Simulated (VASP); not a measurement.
# CdSe (F-43m) in VASP: a series of runs

Runs on CdSe. Level: LDA. Tasks: electric field gradients.

Program: VASP 6.6.1. These are calculated values, not measurements. Logs are shortened: lines on timing, memory, paths and dates and some standing lists are left out, and cuts for length are marked.

## (1) The cell of the first run

It takes space group F-43m (No. 216, cubic). The conventional cell has a = 6.015 Å, b = 6.015 Å, c = 6.015 Å, α = 90.00°, β = 90.00°, γ = 90.00°. Within 3.4 Å of Cd (site symmetry -43m) lie 4 Se at 2.60 Å. Se (site symmetry -43m) has 4 Cd at 2.60 Å within 3.4 Å.

## (2) Electric field gradients, LDA (volume scaled by 0.94)

Input file INCAR:

```
SYSTEM = CdSe
PREC = Accurate
ENCUT = 520
EDIFF = 1E-8
ISMEAR = -1
SIGMA = 0.03
LREAL = .False.
LASPH = .True.
NELM = 60
ALGO = Normal
ISIF = 2
LWAVE = .False.
LCHARG = .False.
LEFG = .True.
NBANDS = 16
```

Input file KPOINTS:

```
regular mesh
0
Gamma
  8 8 8
  0 0 0
```

Input file POSCAR:

```
CdSe
1.0
    0.0000000000      3.0075950161      3.0075950161
    3.0075950161      0.0000000000      3.0075950161
    3.0075950161      3.0075950161      0.0000000000
Cd Se
1 1
Direct
    0.0000000000      0.0000000000      0.0000000000
    0.2500000000      0.2500000000      0.2500000000
```

Potentials or basis: VASP PAW LDA potentials, release 64 (Cd, Se).

Started as:

```bash
> cat potpaw_LDA.64/Cd/POTCAR potpaw_LDA.64/Se/POTCAR > POTCAR
> mpirun -np 1 vasp_std > vasp.out
```

OUTCAR:

```text
SYSTEM = CdSe
   PREC = Accurate
   ENCUT = 520
   EDIFF = 1E-8
   ISMEAR = -1
   LREAL = .False.
   LASPH = .True.
   NELM = 60
   ISIF = 2

 ion  position               nearest neighbor table
   1  0.000  0.000  0.000-   2 2.60   2 2.60   2 2.60   2 2.60
   2  0.250  0.250  0.250-   1 2.60   1 2.60   1 2.60   1 2.60

  LATTYP: Found a face centered cubic cell.
 ALAT       =     6.0151900322

  Lattice vectors:

 A1 = (   0.0000000000,   3.0075950161,   3.0075950161)
 A2 = (   3.0075950161,   0.0000000000,   3.0075950161)
 A3 = (   3.0075950161,   3.0075950161,   0.0000000000)

Analysis of symmetry for initial positions (statically):
=====================================================================
 Subroutine PRICEL returns:
 Original cell was already a primitive cell.

 Routine SETGRP: Setting up the symmetry group for a
 face centered cubic supercell.

 Subroutine GETGRP returns: Found 24 space group operations
 (whereof 24 operations were pure point group operations)
 out of a pool of 48 trial point group operations.

The static configuration has the point symmetry T_d .

Analysis of symmetry for dynamics (positions and initial velocities):
=====================================================================
 Subroutine PRICEL returns:
 Original cell was already a primitive cell.

 Routine SETGRP: Setting up the symmetry group for a
 face centered cubic supercell.

 Subroutine GETGRP returns: Found 24 space group operations
 (whereof 24 operations were pure point group operations)
 out of a pool of 48 trial point group operations.

The dynamic configuration has the point symmetry T_d .

 Subroutine INISYM returns: Found 24 space group operations
 (whereof 24 operations are pure point group operations),
 and found     1 'primitive' translations

----------------------------------------------------------------------------------------

                                     Primitive cell

  volume of cell :      54.4112

  direct lattice vectors                    reciprocal lattice vectors
     0.000000000  3.007595016  3.007595016    -0.166245787  0.166245787  0.166245787
     3.007595016  0.000000000  3.007595016     0.166245787 -0.166245787  0.166245787
     3.007595016  3.007595016  0.000000000     0.166245787  0.166245787 -0.166245787

[... 114 lines left out ...]
 non-spin polarized calculation
  energy-cutoff  :      520.00
  volume of cell :       54.41
 maximum number of plane-waves:      1477
   NGX = 15   NGY = 15   NGZ = 15

 number of electron      17.9999994 magnetization

 Free energy of the ion-electron system (eV)
  ---------------------------------------------------
  ext. energy  EPLUGINS =         0.00000000
  ---------------------------------------------------
  free energy    TOTEN  =        -6.76196264 eV

  energy without entropy =       -6.76195999  energy(sigma->0) =       -6.76196131

 E-fermi :   1.3234     XC(G=0):  -9.4383

 val. band max:        1.0906412442   @ k =   0.0000   0.0000   0.0000
 cond. band min:       1.5213628846   @ k =   0.0000   0.0000   0.0000
 fundamental gap:      0.4307216404
 Fermi energy:         1.3233815959

 k-point     1 :       0.0000    0.0000    0.0000
  band No.  band energies     occupation
      1     -11.7499      2.00000
      2      -6.9839      2.00000
      3      -6.9839      2.00000
      4      -6.9839      2.00000
      5      -6.5672      2.00000
      6      -6.5672      2.00000
[... 433 lines left out ...]
      3      -6.8128      2.00000
      4      -6.5920      2.00000
      5      -6.5500      2.00000
      6      -6.1521      2.00000
[... 8 lines left out ...]
     15      12.7034      0.00000
     16      13.7153      0.00000

 [... further k-points ...]
[... 5 lines left out ...]
  --------------------------------------------------------------------------------------
  -------------------------------------------------------------------------------------
  Total        0.0915725      0.0915725      0.0915725      0.0000000      0.0000000      0.0000000
  in kB        2.6964216      2.6964216      2.6964216      0.0000000      0.0000000      0.0000000
  external PRESSURE =       2.6964216 kB  Pullay stress =       0.0000000 kB

 VOLUME and BASIS-vectors are now :
 -----------------------------------------------------------------------------
  energy-cutoff  :      520.00
  volume of cell :       54.41
      direct lattice vectors                 reciprocal lattice vectors
     0.000000000  3.007595016  3.007595016    -0.166245787  0.166245787  0.166245787
     3.007595016  0.000000000  3.007595016     0.166245787 -0.166245787  0.166245787
     3.007595016  3.007595016  0.000000000     0.166245787  0.166245787 -0.166245787

 POSITION                                       TOTAL-FORCE (eV/Angst)
 -----------------------------------------------------------------------------------
      0.00000      0.00000      0.00000         0.000000      0.000000      0.000000
      1.50380      1.50380      1.50380        -0.000000     -0.000000     -0.000000
 -----------------------------------------------------------------------------------
    total drift:                                0.000000      0.000000     -0.000000

  FREE ENERGIE OF THE ION-ELECTRON SYSTEM (eV)
  ---------------------------------------------------
  free  energy   TOTEN  =        -6.7619626378 eV

  energy  without entropy=       -6.7619599884  energy(sigma->0) =       -6.76196131

 Electric field gradients (V/A^2)
---------------------------------------------------------------------
 ion       V_xx      V_yy      V_zz      V_xy      V_xz      V_yz
---------------------------------------------------------------------
   1      -0.000    -0.000    -0.000    -0.000    -0.000    -0.000
   2      -0.000    -0.000     0.000     0.000     0.000     0.000
---------------------------------------------------------------------

 Electric field gradients after diagonalization (V/A^2)
 (convention: |V_zz| > |V_xx| > |V_yy|)
----------------------------------------------------------------------
 ion       V_xx      V_yy      V_zz     asymmetry (V_yy - V_xx)/ V_zz
----------------------------------------------------------------------
   1       0.000     0.000    -0.001       0.000
   2      -0.000    -0.000     0.000       0.000
----------------------------------------------------------------------

           NMR quadrupolar parameters

 Cq : quadrupolar parameter    Cq=e*Q*V_zz/h
 eta: asymmetry parameters     (V_yy - V_xx)/ V_zz
 Q  : nuclear electric quadrupole moment in mb (millibarn)
----------------------------------------------------------------------
 ion       Cq(MHz)       eta       Q (mb)
----------------------------------------------------------------------
   1      -0.000       0.000       1.000
   2       0.000       0.000       1.000
----------------------------------------------------------------------
```

OSZICAR:

```text
N       E                     dE             d eps       ncg     rms          rms(c)
DAV:   1     0.103606069817E+03    0.10361E+03   -0.88817E+03   952   0.101E+03
DAV:   2    -0.320110049935E+01   -0.10681E+03   -0.10097E+03  1072   0.246E+02
DAV:   3    -0.711534218176E+01   -0.39142E+01   -0.39069E+01  1152   0.486E+01
DAV:   4    -0.713295427551E+01   -0.17612E-01   -0.17612E-01  1112   0.318E+00
DAV:   5    -0.713306833718E+01   -0.11406E-03   -0.11406E-03  1192   0.221E-01    0.670E+00
DAV:   6    -0.679283213110E+01    0.34024E+00   -0.51223E-01  1384   0.929E+00    0.520E+00
DAV:   7    -0.676522118478E+01    0.27611E-01   -0.12291E-01  1144   0.246E+00    0.217E+00
DAV:   8    -0.676226393846E+01    0.29572E-02   -0.13186E-02  1064   0.144E+00    0.216E-01
DAV:   9    -0.676197232645E+01    0.29161E-03   -0.13749E-03  1160   0.518E-01    0.424E-02
DAV:  10    -0.676195835174E+01    0.13975E-04   -0.11685E-04  1112   0.149E-01    0.331E-02
DAV:  11    -0.676196299702E+01   -0.46453E-05   -0.16830E-05  1168   0.356E-02    0.118E-02
DAV:  12    -0.676196260341E+01    0.39361E-06   -0.12786E-06  1120   0.164E-02    0.505E-03
DAV:  13    -0.676196264994E+01   -0.46534E-07   -0.26580E-07  1160   0.338E-03    0.209E-03
DAV:  14    -0.676196263911E+01    0.10834E-07   -0.16040E-08   936   0.109E-03    0.972E-04
DAV:  15    -0.676196263783E+01    0.12824E-08   -0.65158E-09   632   0.410E-04
   1 F= -.67619626E+01 E0= -.67619613E+01  d E =-.264947E-05
```

Wall time 19 s (1 thread of Intel Xeon Platinum 8488C (Sapphire Rapids), shared host); peak memory 0.16 GiB.

Results:

| Item | Value |
| --- | --- |
| Free energy | -6.7620 eV |
| Pressure | 0.3 GPa |
| Band gap on the k mesh | 0.43 eV, direct |

Levels at points of the mesh, in eV from the valence-band top:
```csv
k point,band 6,band 7,band 8,band 9,band 10,band 11,band 12,band 13
"(0.00, 0.00, 0.00)",-7.66,0.00,0.00,0.00,0.43,5.79,5.79,5.79
"(0.50, 0.00, 0.00)",-7.34,-4.68,-0.81,-0.81,2.23,6.32,6.32,7.29
"(0.50, 0.50, 0.00)",-7.27,-4.32,-2.00,-2.00,2.87,3.64,9.04,10.22
```

Caveat: without QUAD_EFG the Cq values of the log hold for a quadrupole moment of 1 mb, not for the nuclei.

## (3) Electric field gradients, LDA (volume scaled by 0.94)

Changes to INCAR since step 2:

```diff
@@ -8,3 +8,3 @@
 LASPH = .True.
-NELM = 60
+NELM = 100
 ALGO = Normal
@@ -13,2 +13,3 @@
 LCHARG = .False.
+GGA = CA
 LEFG = .True.
```

Input file KPOINTS:

```
Automatic mesh
0
Gamma
  8 8 8
  0 0 0
```

POSCAR is that of step 2.

Potentials or basis: VASP PAW LDA potentials, release 64 (Cd, Se).

Started as:

```bash
> cat potpaw_LDA.64/Cd/POTCAR potpaw_LDA.64/Se/POTCAR > POTCAR
> mpirun -np 1 vasp_std > vasp.out
```

OUTCAR:

```text
SYSTEM = CdSe
   PREC = Accurate
   ENCUT = 520
   EDIFF = 1E-8
   ISMEAR = -1
   LREAL = .False.
   LASPH = .True.
   NELM = 100
   ISIF = 2
   GGA = CA

 ion  position               nearest neighbor table
   1  0.000  0.000  0.000-   2 2.60   2 2.60   2 2.60   2 2.60
   2  0.250  0.250  0.250-   1 2.60   1 2.60   1 2.60   1 2.60

  LATTYP: Found a face centered cubic cell.
 ALAT       =     6.0151900322

  Lattice vectors:

 A1 = (   0.0000000000,   3.0075950161,   3.0075950161)
 A2 = (   3.0075950161,   0.0000000000,   3.0075950161)
 A3 = (   3.0075950161,   3.0075950161,   0.0000000000)

Analysis of symmetry for initial positions (statically):
=====================================================================
 Subroutine PRICEL returns:
 Original cell was already a primitive cell.

 Routine SETGRP: Setting up the symmetry group for a
 face centered cubic supercell.

 Subroutine GETGRP returns: Found 24 space group operations
 (whereof 24 operations were pure point group operations)
 out of a pool of 48 trial point group operations.

The static configuration has the point symmetry T_d .

Analysis of symmetry for dynamics (positions and initial velocities):
=====================================================================
 Subroutine PRICEL returns:
 Original cell was already a primitive cell.

 Routine SETGRP: Setting up the symmetry group for a
 face centered cubic supercell.

 Subroutine GETGRP returns: Found 24 space group operations
 (whereof 24 operations were pure point group operations)
 out of a pool of 48 trial point group operations.

The dynamic configuration has the point symmetry T_d .

 Subroutine INISYM returns: Found 24 space group operations
 (whereof 24 operations are pure point group operations),
 and found     1 'primitive' translations

----------------------------------------------------------------------------------------

                                     Primitive cell

  volume of cell :      54.4112

  direct lattice vectors                    reciprocal lattice vectors
     0.000000000  3.007595016  3.007595016    -0.166245787  0.166245787  0.166245787
     3.007595016  0.000000000  3.007595016     0.166245787 -0.166245787  0.166245787
     3.007595016  3.007595016  0.000000000     0.166245787  0.166245787 -0.166245787

  length of vectors
     4.253381662  4.253381662  4.253381662     0.287946149  0.287946149  0.287946149

  position of ions in fractional coordinates (direct lattice)
     0.000000000  0.000000000  0.000000000
     0.250000000  0.250000000  0.250000000

  ion indices of the primitive-cell ions
   primitive index   ion index
                 1           1
                 2           2

----------------------------------------------------------------------------------------

 KPOINTS: Automatic mesh

Automatic generation of k-mesh.
 Grid dimensions read from file:
 generate k-points for:    8    8    8

 Generating k-lattice:

  Cartesian coordinates                     Fractional coordinates (reciprocal lattice)
[... 64 lines left out ...]
   IBRION =     -1    ionic relax: 0-MD 1-quasi-New 2-CG
   NFREE  =      0    steps in history (QN), initial steepest desc. (CG)
   ISIF   =      2    stress and relaxation
   ISYM   =      2    0-nonsym 1-usesym 2-fastsym
   POTIM  = 0.5000    time-step for ionic-motion
   TEBEG  =    0.0;   TEEND  =   0.0 temperature during run
   PSTRESS=    0.0 pullay stress
   NELECT =      18.0000    total number of electrons
   NUPDOWN=      -1.0000    fix difference up-down
   EMIN   =  10.00;   EMAX   =-10.00  energy-range for DOS
   EFERMI =   0.00;   METHOD = LEGACY
   ISMEAR =    -1;   SIGMA  =   0.03  broadening in eV -4-tet -1-fermi 0-gaus
   EFERMI_NEDOS =   21; number of points for ismear=-14 and -15
   IALGO  =     38    algorithm
   IMIX   =      4    mixing-type and parameters
     AMIX     =   0.40;   BMIX     =  1.00
     AMIX_MAG =   1.60;   BMIX_MAG =  1.00
  volume/ion in A,a.u.               =      27.21       183.59
  Fermi-wavevector in a.u.,A,eV,Ry     =   1.132234  2.139613 17.442050  1.281955
  Thomas-Fermi vector in A             =   2.268935
   LORBIT       =      0    0 simple, 1 ext, 2 COOP (PROOUT), +10 PAW based schemes
   GGA     = CA    functional components
   LHFCALC =     F    Hartree Fock is set to
   AEXX    =    0.0000 exact exchange contribution
   IVDW    =     0    specifies the selected vdW correction
   LEPSILON=     F    determine dielectric tensor
   LRPA    =     F    only Hartree local field effects (RPA)
 non-spin polarized calculation
  energy-cutoff  :      520.00
  volume of cell :       54.41
 maximum number of plane-waves:      1477
   NGX = 15   NGY = 15   NGZ = 15

 number of electron      17.9999994 magnetization

 Free energy of the ion-electron system (eV)
  ---------------------------------------------------
  ext. energy  EPLUGINS =         0.00000000
  ---------------------------------------------------
  free energy    TOTEN  =        -6.76196264 eV

  energy without entropy =       -6.76195999  energy(sigma->0) =       -6.76196131

 E-fermi :   1.3234     XC(G=0):  -9.4383

 val. band max:        1.0906412442   @ k =   0.0000   0.0000   0.0000
 cond. band min:       1.5213628846   @ k =   0.0000   0.0000   0.0000
 fundamental gap:      0.4307216404
 Fermi energy:         1.3233815959

 k-point     1 :       0.0000    0.0000    0.0000
  band No.  band energies     occupation
      1     -11.7499      2.00000
      2      -6.9839      2.00000
      3      -6.9839      2.00000
      4      -6.9839      2.00000
      5      -6.5672      2.00000
      6      -6.5672      2.00000
[... 433 lines left out ...]
      3      -6.8128      2.00000
      4      -6.5920      2.00000
      5      -6.5500      2.00000
      6      -6.1521      2.00000
[... 8 lines left out ...]
     15      12.7034      0.00000
     16      13.7153      0.00000

 [... further k-points ...]
[... 5 lines left out ...]
  --------------------------------------------------------------------------------------
  -------------------------------------------------------------------------------------
  Total        0.0915725      0.0915725      0.0915725      0.0000000      0.0000000      0.0000000
  in kB        2.6964216      2.6964216      2.6964216      0.0000000      0.0000000      0.0000000
  external PRESSURE =       2.6964216 kB  Pullay stress =       0.0000000 kB

 VOLUME and BASIS-vectors are now :
 -----------------------------------------------------------------------------
  energy-cutoff  :      520.00
  volume of cell :       54.41
      direct lattice vectors                 reciprocal lattice vectors
     0.000000000  3.007595016  3.007595016    -0.166245787  0.166245787  0.166245787
     3.007595016  0.000000000  3.007595016     0.166245787 -0.166245787  0.166245787
     3.007595016  3.007595016  0.000000000     0.166245787  0.166245787 -0.166245787

 POSITION                                       TOTAL-FORCE (eV/Angst)
 -----------------------------------------------------------------------------------
      0.00000      0.00000      0.00000         0.000000      0.000000      0.000000
      1.50380      1.50380      1.50380        -0.000000     -0.000000     -0.000000
 -----------------------------------------------------------------------------------
    total drift:                                0.000000      0.000000     -0.000000

  FREE ENERGIE OF THE ION-ELECTRON SYSTEM (eV)
  ---------------------------------------------------
  free  energy   TOTEN  =        -6.7619626378 eV

  energy  without entropy=       -6.7619599884  energy(sigma->0) =       -6.76196131

 Electric field gradients (V/A^2)
---------------------------------------------------------------------
 ion       V_xx      V_yy      V_zz      V_xy      V_xz      V_yz
---------------------------------------------------------------------
   1      -0.000    -0.000    -0.000    -0.000    -0.000    -0.000
   2      -0.000    -0.000     0.000     0.000     0.000     0.000
---------------------------------------------------------------------

 Electric field gradients after diagonalization (V/A^2)
 (convention: |V_zz| > |V_xx| > |V_yy|)
----------------------------------------------------------------------
 ion       V_xx      V_yy      V_zz     asymmetry (V_yy - V_xx)/ V_zz
----------------------------------------------------------------------
   1       0.000     0.000    -0.001       0.000
   2      -0.000    -0.000     0.000       0.000
----------------------------------------------------------------------

           NMR quadrupolar parameters

 Cq : quadrupolar parameter    Cq=e*Q*V_zz/h
 eta: asymmetry parameters     (V_yy - V_xx)/ V_zz
 Q  : nuclear electric quadrupole moment in mb (millibarn)
----------------------------------------------------------------------
 ion       Cq(MHz)       eta       Q (mb)
----------------------------------------------------------------------
   1      -0.000       0.000       1.000
   2       0.000       0.000       1.000
----------------------------------------------------------------------
```

Run time: 15 s. Hardware: 1 thread of Intel Xeon Platinum 8488C (Sapphire Rapids), shared host; peak memory 0.16 GiB.

What came out:

- Free energy: -6.7620 eV
- Pressure: 0.3 GPa
- Band gap on the k mesh: 0.43 eV, direct

Caveat: without QUAD_EFG the Cq values of the log hold for a quadrupole moment of 1 mb, not for the nuclei.

(Part 1 of 2 ends here.)
